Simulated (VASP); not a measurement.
# Te2Mo (P6_3/mmc) in VASP: a series of runs

Te2Mo is run at these levels: PBE; tasks: single point.

All numbers are computed with VASP 6.6.1; they aren't measurements. Logs are shortened: lines on timing, memory, paths and dates and some standing lists are left out, and cuts for length are marked.

**Measured values to compare with.**

From “Broadband infrared study of pressure-tunable Fano resonance and metallization transition in 2H-MoTe2”, 2022, pmc:9569381, for a bulk crystal of Te2Mo at 300 K: band gap 0.88 ± 0.05 eV (indirect).

The runs below are set against these values where they give the same quantity.

### Step 1. The cell of the first run

It takes space group P6_3/mmc (No. 194, hexagonal). Conventional cell: a = 3.495 Å, b = 3.495 Å, c = 13.880 Å, α = 90.00°, β = 90.00°, γ = 120.00°. Within 3.6 Å of Te (site symmetry 3m) lie 3 Mo at 2.70 Å and 7 Te at 3.49 to 3.58 Å. Within 3.6 Å of Mo (site symmetry -6m2) lie 6 Te at 2.70 Å and 6 Mo at 3.49 Å.

### Step 2. Single point, PBE

INCAR reads:

```
PREC = Accurate
ENCUT = 520
EDIFF = 1E-6
ISMEAR = -1
SIGMA = 0.05
LREAL = F
LASPH = T
NELM = 80
ALGO = Normal
ISIF = 2
LWAVE = F
LCHARG = F
GGA = PE
NBANDS = 35
```

KPOINTS reads:

```
Automatic mesh
0
Gamma
  9 9 2
```

POSCAR reads:

```
Te2Mo
1.0
    3.4945872080      0.0000000000      0.0000000000
   -1.7472936040      3.0264012979      0.0000000000
    0.0000000000      0.0000000000     13.8798146239
Te Mo
4 2
Direct
    0.6666666667      0.3333333333      0.3790000000
    0.3333333333      0.6666666667      0.8790000000
    0.6666666667      0.3333333333      0.1210000000
    0.3333333333      0.6666666667      0.6210000000
    0.6666666667      0.3333333333      0.7500000000
    0.3333333333      0.6666666667      0.2500000000
```

Potentials or basis: VASP PAW PBE potentials, release 64 (Te, Mo_sv).

Launch:

```bash
$ cat potpaw_PBE.64/Te/POTCAR potpaw_PBE.64/Mo_sv/POTCAR > POTCAR
$ mpirun -np 1 vasp_std > vasp.out
```

OUTCAR:

```text
PREC = Accurate
   ENCUT = 520
   EDIFF = 1E-6
   ISMEAR = -1
   LREAL = F
   LASPH = T
   NELM = 80
   ISIF = 2
   GGA = PE

 ion  position               nearest neighbor table
   1  0.667  0.333  0.379-   6 2.70   6 2.70   6 2.70   3 3.58
   2  0.333  0.667  0.879-   5 2.70   5 2.70   5 2.70   4 3.58
   3  0.667  0.333  0.121-   6 2.70   6 2.70   6 2.70   1 3.58
   4  0.333  0.667  0.621-   5 2.70   5 2.70   5 2.70   2 3.58
   5  0.667  0.333  0.750-   2 2.70   4 2.70   2 2.70   4 2.70   2 2.70   4 2.70
   6  0.333  0.667  0.250-   1 2.70   3 2.70   1 2.70   3 2.70   1 2.70   3 2.70

  LATTYP: Found a hexagonal cell.
 ALAT       =     3.4945872080
 C/A-ratio  =     3.9718037633

  Lattice vectors:

 A1 = (   3.4945872080,   0.0000000000,   0.0000000000)
 A2 = (  -1.7472936040,   3.0264012979,   0.0000000000)
 A3 = (   0.0000000000,   0.0000000000,  13.8798146239)

Analysis of symmetry for initial positions (statically):
=====================================================================
 Subroutine PRICEL returns:
 Original cell was already a primitive cell.

 Routine SETGRP: Setting up the symmetry group for a
 hexagonal supercell.

 Subroutine GETGRP returns: Found 24 space group operations
 (whereof 12 operations were pure point group operations)
 out of a pool of 24 trial point group operations.

The static configuration has the point symmetry D_3d.
 The point group associated with its full space group is D_6h.

Analysis of symmetry for dynamics (positions and initial velocities):
=====================================================================
 Subroutine PRICEL returns:
 Original cell was already a primitive cell.

 Routine SETGRP: Setting up the symmetry group for a
 hexagonal supercell.

 Subroutine GETGRP returns: Found 24 space group operations
 (whereof 12 operations were pure point group operations)
 out of a pool of 24 trial point group operations.

The dynamic configuration has the point symmetry D_3d.
 The point group associated with its full space group is D_6h.

 Subroutine INISYM returns: Found 24 space group operations
 (whereof 12 operations are pure point group operations),
 and found     1 'primitive' translations

----------------------------------------------------------------------------------------

                                     Primitive cell

  volume of cell :     146.7932

  direct lattice vectors                    reciprocal lattice vectors
     3.494587208  0.000000000  0.000000000     0.286156831  0.165212723  0.000000000
    -1.747293604  3.026401298  0.000000000     0.000000000  0.330425446  0.000000000
     0.000000000  0.000000000 13.879814624     0.000000000  0.000000000  0.072047072

  length of vectors
     3.494587208  3.494587208 13.879814624     0.330425446  0.330425446  0.072047072

  position of ions in fractional coordinates (direct lattice)
     0.666666667  0.333333333  0.379000000
     0.333333333  0.666666667  0.879000000
     0.666666667  0.333333333  0.121000000
     0.333333333  0.666666667  0.621000000
     0.666666667  0.333333333  0.750000000
     0.333333333  0.666666667  0.250000000

  ion indices of the primitive-cell ions
   primitive index   ion index
                 1           1
                 2           2
                 3           3
                 4           4
                 5           5
                 6           6

----------------------------------------------------------------------------------------

 KPOINTS: Automatic mesh

Automatic generation of k-mesh.
 Grid dimensions read from file:
 generate k-points for:    9    9    2

 Generating k-lattice:

  Cartesian coordinates                     Fractional coordinates (reciprocal lattice)
     0.031795203  0.018356969  0.000000000     0.111111111  0.000000000  0.000000000
     0.000000000  0.036713938  0.000000000     0.000000000  0.111111111  0.000000000
     0.000000000  0.000000000  0.036023536     0.000000000  0.000000000  0.500000000

  Length of vectors
     0.036713938  0.036713938  0.036023536

  Shift w.r.t. Gamma in fractional coordinates (k-lattice)
     0.000000000  0.000000000  0.000000000

 Subroutine IBZKPT returns following result:
 ===========================================

 Found     24 irreducible k-points:

 Following reciprocal coordinates:
            Coordinates               Weight
  0.000000  0.000000  0.000000      1.000000
  0.111111 -0.000000  0.000000      6.000000
  0.222222 -0.000000  0.000000      6.000000
  0.333333 -0.000000  0.000000      6.000000
  0.444444 -0.000000  0.000000      6.000000
  0.111111  0.111111  0.000000      6.000000
[... 16 lines left out ...]
  0.333333  0.222222  0.500000     12.000000
  0.333333  0.333333  0.500000      2.000000
   k-points           NKPTS =     24   k-points in BZ     NKDIM =     24   number of bands    NBANDS=     35
   number of dos      NEDOS =    301   number of ions     NIONS =      6
   total plane-waves  NPLWV =  84672
   dimension x,y,z NGX =    28 NGY =   28 NGZ =  108
   dimension x,y,z NGXF=    56 NGYF=   56 NGZF=  216
   ions per type =               4   2
   NGX,Y,Z   is equivalent  to a cutoff of  13.32, 13.32, 12.94 a.u.
   NGXF,Y,Z  is equivalent  to a cutoff of  26.64, 26.64, 25.87 a.u.
 SYSTEM =  unknown system
   PREC   = accura    normal or accurate (medium, high low for compatibility)
   ISTART =      0    job   : 0-new  1-cont  2-samecut
   ICHARG =      2    charge: 1-file 2-atom 10-const
   ISPIN  =      1    spin polarized calculation?
   LNONCOLLINEAR =      F non collinear calculations
   LSORBIT =      F    spin-orbit coupling
   LASPH  =      T    aspherical Exc in radial PAW
   ENCUT  =  520.0 eV  38.22 Ry    6.18 a.u.   6.50  6.50 25.81*2*pi/ulx,y,z
   NELM   =     80;   NELMIN=  2; NELMDL= -5     # of ELM steps
   EDIFF  = 0.1E-05   stopping-criterion for ELM
   LREAL  =      F    real-space projection
   EDIFFG = 0.1E-04   stopping-criterion for IOM
   NSW    =      0    number of steps for IOM
   IBRION =     -1    ionic relax: 0-MD 1-quasi-New 2-CG
   NFREE  =      0    steps in history (QN), initial steepest desc. (CG)
   ISIF   =      2    stress and relaxation
   ISYM   =      2    0-nonsym 1-usesym 2-fastsym
   POTIM  = 0.5000    time-step for ionic-motion
   TEBEG  =    0.0;   TEEND  =   0.0 temperature during run
   PSTRESS=    0.0 pullay stress
   NELECT =      52.0000    total number of electrons
   NUPDOWN=      -1.0000    fix difference up-down
   EMIN   =  10.00;   EMAX   =-10.00  energy-range for DOS
   EFERMI =   0.00;   METHOD = LEGACY
   ISMEAR =    -1;   SIGMA  =   0.05  broadening in eV -4-tet -1-fermi 0-gaus
   EFERMI_NEDOS =   21; number of points for ismear=-14 and -15
   IALGO  =     38    algorithm
   IMIX   =      4    mixing-type and parameters
     AMIX     =   0.40;   BMIX     =  1.00
     AMIX_MAG =   1.60;   BMIX_MAG =  1.00
  volume/ion in A,a.u.               =      24.47       165.10
  Fermi-wavevector in a.u.,A,eV,Ry     =   1.158352  2.188968 18.256020  1.341780
  Thomas-Fermi vector in A             =   2.294955
   LORBIT       =      0    0 simple, 1 ext, 2 COOP (PROOUT), +10 PAW based schemes
   GGA     = PE    functional components
   LHFCALC =     F    Hartree Fock is set to
   AEXX    =    0.0000 exact exchange contribution
   IVDW    =     0    specifies the selected vdW correction
   LEPSILON=     F    determine dielectric tensor
   LRPA    =     F    only Hartree local field effects (RPA)
 non-spin polarized calculation
  energy-cutoff  :      520.00
  volume of cell :      146.79
 maximum number of plane-waves:      4012
 NGX is ok and might be reduce to    28
   NGX = 13   NGY = 13   NGZ = 51

 number of electron      51.9999995 magnetization

 Free energy of the ion-electron system (eV)
  ---------------------------------------------------
  ext. energy  EPLUGINS =         0.00000000
  ---------------------------------------------------
  free energy    TOTEN  =       -35.91089549 eV

  energy without entropy =      -35.91086558  energy(sigma->0) =      -35.91088053

 E-fermi :   8.7971     XC(G=0): -10.5390

 val. band max:        8.4330013672   @ k =   0.0000   0.0000   0.0000
 cond. band min:       9.1982854713   @ k =   0.2222   0.2222   0.0000
 fundamental gap:      0.7652841041
 Fermi energy:         8.7971453720

 k-point     1 :       0.0000    0.0000    0.0000
  band No.  band energies     occupation
      1     -52.3749      2.00000
      2     -52.3749      2.00000
      3     -26.5593      2.00000
      4     -26.5593      2.00000
      5     -26.4220      2.00000
      6     -26.4220      2.00000
[... 27 lines left out ...]
     34      11.9197      0.00000
     35      14.2707      0.00000

 k-point     2 :       0.1111   -0.0000    0.0000
  band No.  band energies     occupation
      1     -52.3736      2.00000
      2     -52.3736      2.00000
      3     -26.5555      2.00000
      4     -26.5555      2.00000
      5     -26.4388      2.00000
      6     -26.4388      2.00000
[... 27 lines left out ...]
     34      11.7393      0.00000
     35      14.8871      0.00000

 k-point     3 :       0.2222   -0.0000    0.0000
  band No.  band energies     occupation
      1     -52.3704      2.00000
      2     -52.3704      2.00000
      3     -26.5460      2.00000
      4     -26.5460      2.00000
      5     -26.4811      2.00000
      6     -26.4811      2.00000
[... 27 lines left out ...]
     34      12.0728      0.00000
     35      14.7817      0.00000
[... 723 lines left out ...]
 k-point    23 :       0.3333    0.2222    0.5000
  band No.  band energies     occupation
      1     -52.3632      2.00000
      2     -52.3632      2.00000
      3     -26.5430      2.00000
      4     -26.5430      2.00000
      5     -26.5249      2.00000
      6     -26.5249      2.00000
[... 27 lines left out ...]
     34      12.0953      0.00000
     35      13.5054      0.00000

 k-point    24 :       0.3333    0.3333    0.5000
  band No.  band energies     occupation
      1     -52.3626      2.00000
      2     -52.3626      2.00000
      3     -26.5301      2.00000
      4     -26.5301      2.00000
      5     -26.5230      2.00000
      6     -26.5230      2.00000
[... 27 lines left out ...]
     34      12.1375      0.00000
     35      13.4225      0.00000

------------------------ aborting loop because EDIFF is reached ----------------------------------------

  FORCE on cell =-STRESS in cart. coord.  units (eV):
  Direction    XX          YY          ZZ          XY          YZ          ZX
  --------------------------------------------------------------------------------------
  -------------------------------------------------------------------------------------
  Total        4.3495774      4.3495774      5.5577615      0.0000000      0.0000000      0.0000000
  in kB       47.4735362     47.4735363     60.6602816      0.0000000      0.0000000      0.0000000
  external PRESSURE =      51.8691180 kB  Pullay stress =       0.0000000 kB

 VOLUME and BASIS-vectors are now :
 -----------------------------------------------------------------------------
  energy-cutoff  :      520.00
  volume of cell :      146.79
      direct lattice vectors                 reciprocal lattice vectors
     3.494587208  0.000000000  0.000000000     0.286156831  0.165212723  0.000000000
    -1.747293604  3.026401298  0.000000000     0.000000000  0.330425446  0.000000000
     0.000000000  0.000000000 13.879814624     0.000000000  0.000000000  0.072047072

 POSITION                                       TOTAL-FORCE (eV/Angst)
 -----------------------------------------------------------------------------------
      1.74729      1.00880      5.26045         0.000000     -0.000000      0.480069
     -0.00000      2.01760     12.20036         0.000000      0.000000      0.480069
      1.74729      1.00880      1.67946         0.000000      0.000000     -0.480069
     -0.00000      2.01760      8.61936         0.000000     -0.000000     -0.480069
      1.74729      1.00880     10.40986         0.000000     -0.000000     -0.000000
     -0.00000      2.01760      3.46995        -0.000000      0.000000     -0.000000
 -----------------------------------------------------------------------------------
    total drift:                               -0.000000      0.000000     -0.000000

  FREE ENERGIE OF THE ION-ELECTRON SYSTEM (eV)
  ---------------------------------------------------
  free  energy   TOTEN  =       -35.9108954921 eV

  energy  without entropy=      -35.9108655766  energy(sigma->0) =      -35.91088053
```

Run time: 1.9 min. Hardware: 1 thread of Intel Xeon Platinum 8488C (Sapphire Rapids), shared host; peak memory 0.33 GiB.

Results:

```
Free energy            : -35.9109 eV
Pressure               : 5.2 GPa
Largest force          : 0.480 eV/Å
Band gap on the k mesh : 0.77 eV, indirect (least direct gap 1.07 eV)
```

Forces in eV/Å, atoms in the order of the input:
```
Te   0.000  0.000  0.480
Te   0.000  0.000  0.480
Te   0.000  0.000 -0.480
Te   0.000  0.000 -0.480
Mo   0.000  0.000  0.000
Mo   0.000  0.000  0.000
```

Levels at points of the mesh, in eV from the valence-band top:
```csv
k point,band 24,band 25,band 26,band 27,band 28,band 29
"(0.00, 0.00, 0.00)",-1.06,-0.31,0.00,2.97,2.97,3.11
"(0.00, 0.00, 0.50)",-1.08,-0.08,-0.08,3.01,3.01,3.01
```

Caveat: spin-orbit coupling is left out, which moves the levels of the heavy elements; this functional lacks dispersion, which binds the layers, so the pressure and a relaxed spacing across them are unreliable.

(Part 1 of 2 ends here.)
